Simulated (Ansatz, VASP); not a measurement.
# Two plane-wave programs on Mo

File INCAR:

```
PREC = Accurate
ENCUT = 520
EDIFF = 1E-6
ISMEAR = 1
SIGMA = 0.1
LREAL = F
LASPH = T
NELM = 100
ALGO = Normal
ISIF = 2
LWAVE = F
LCHARG = F
GGA = PE
NBANDS = 28
```

Contents of KPOINTS:

```
regular mesh
0
Gamma
  16 16 1
```

The input POSCAR:

```
Mo
1.0
    2.7366402760      0.0000000000      0.0000000000
   -0.9122134253      2.5801291957      0.0000000000
    0.0000000000      0.0000000000     16.4689148571
Mo
3
Direct
    0.0000000000      0.0000000000      0.3643227287
    0.5000000000      0.5000000000      0.5000000000
    0.0000000000      0.0000000000      0.6356772713
```

Input for Ansatz:

```yaml
crystal:
  lattice:
    - [2.736640276, 0.0, 0.0]
    - [-0.9122134253, 2.5801291957, 0.0]
    - [0.0, 0.0, 16.4689148571]
  atoms:
    - { symbol: Mo, position: [0.0, 0.0, 0.3643227287] }
    - { symbol: Mo, position: [0.5, 0.5, 0.5] }
    - { symbol: Mo, position: [0.0, 0.0, 0.6356772713] }
scf:
  occupations: { method: methfessel_paxton, width: 0.1 }
output:
  forces: true
  stress: false
  eigenvalues: true
  write_density: true
  write_potential: true
  elf: true
  volumetric_format: npy
hamiltonian:
  xc: pbe
kpoints:
  mp_grid: { grid: [16, 16, 1] }
```

Alike in both runs: task single point; functional PBE; k mesh 16 × 16 × 1; occupations methfessel-paxton of order 1, width 0.1 eV; no spin polarisation.

```csv
,VASP,Ansatz
version,VASP 6.6.1,Ansatz 0.2.0
potentials or method,"VASP PAW PBE potentials, release 64 (Mo_sv)","scalar-relativistic, plane waves, PAW"
plane-wave cutoff (eV),520,420
valence electrons in the cell,42,42
```

Ansatz gave:

```
gap on the k mesh at the Fermi level (eV) : none
rms of the force components (eV/Å)        : 0.292
```

Q: Which values does VASP return?

A: gap on the k mesh at the Fermi level (eV): none; rms of the force components (eV/Å): 0.283.

Atom by atom the forces differ by 0.010 eV/Å (rms over components). A gap of «none» marks a metal or a gap that the smearing closes. Ansatz's warnings: xc potential rough in thin density.
